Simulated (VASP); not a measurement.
A run of VASP 6.6.1 is set up as follows.

Contents of POSCAR:

```
CaO
1.0
    0.0000000000      2.3975473904      2.3975473904
    2.3975473904      0.0000000000      2.3975473904
    2.3975473904      2.3975473904      0.0000000000
Ca O
1 1
Direct
    0.0000000000      0.0000000000      0.0000000000
    0.5000000000      0.5000000000      0.5000000000
```

INCAR.step1

```
PREC = Accurate
ENCUT = 520
EDIFF = 1E-5
ISMEAR = 0
SIGMA = 0.01
LREAL = False
LASPH = True
NELM = 60
ALGO = Normal
ISIF = 2
LWAVE = True
LCHARG = False
GGA = PE
NBANDS = 15
```

The input INCAR.step2:

```
PREC = Accurate
ENCUT = 520
EDIFF = 1E-7
ISMEAR = 0
SIGMA = 0.01
LREAL = False
LASPH = True
NELM = 60
ALGO = Normal
ISIF = 2
LWAVE = False
LCHARG = False
GGA = PE
LHFCALC = True
HFSCREEN = 0.2079
PRECFOCK = Normal
ISTART = 1
NBANDS = 15
```

File KPOINTS:

```
regular mesh
0
Gamma
  6 6 6
```

Potentials or basis: VASP PAW PBE potentials, release 64 (Ca_sv, O).

The run is started by

```sh
$ cat potpaw_PBE.64/Ca_sv/POTCAR potpaw_PBE.64/O/POTCAR > POTCAR
$ cp INCAR.step1 INCAR
$ mpirun -np 1 vasp_std > vasp.out
$ cp INCAR.step2 INCAR
$ mpirun -np 1 vasp_std > vasp.out
```

Task: Estimate the band gap on the k mesh.

Result: 5.29 eV (least direct gap 5.72 eV).

Task: Predict the pressure.

Result: 1.0 GPa.

Caveat: the PAW data sets were made with another functional, which shifts forces and pressure a little. A k mesh can miss the band edges.
